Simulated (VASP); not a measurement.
Here is a VASP 6.6.1 calculation.

The input INCAR:

```
ALGO = Normal ; EDIFF = 1E-7
ENCUT = 520 ; GGA = RP
ISIF = 2 ; ISMEAR = -1
ISPIN = 2 ; LASPH = True
LCHARG = False ; LMAXMIX = 4
LORBIT = 11 ; LREAL = False
LWAVE = False ; MAGMOM = 2.5 -2.5
NBANDS = 19 ; NELM = 150
PREC = Accurate ; SIGMA = 0.05
```

File KPOINTS:

```
k-points
0
Gamma
  14 14 8
```

The input POSCAR:

```
Fe
1.0
    2.4788196634      0.0000000000      0.0000000000
   -1.2394098317      2.1467207999      0.0000000000
    0.0000000000      0.0000000000      3.9158082099
Fe
2
Direct
    0.3333333333      0.6666666667      0.2500000000
    0.6666666667      0.3333333333      0.7500000000
```

Potentials or basis: VASP PAW PBE potentials, release 64 (Fe).

Launch:

```sh
$ cat potpaw_PBE.64/Fe/POTCAR > POTCAR
$ mpirun -np 1 vasp_std > vasp.out
```

(1) What does it give for the net moment?

(2) What does it give for the band gap on the k mesh?

## Answers

(1) 0.00 μB per cell.

(2) zero (filled and empty bands overlap).
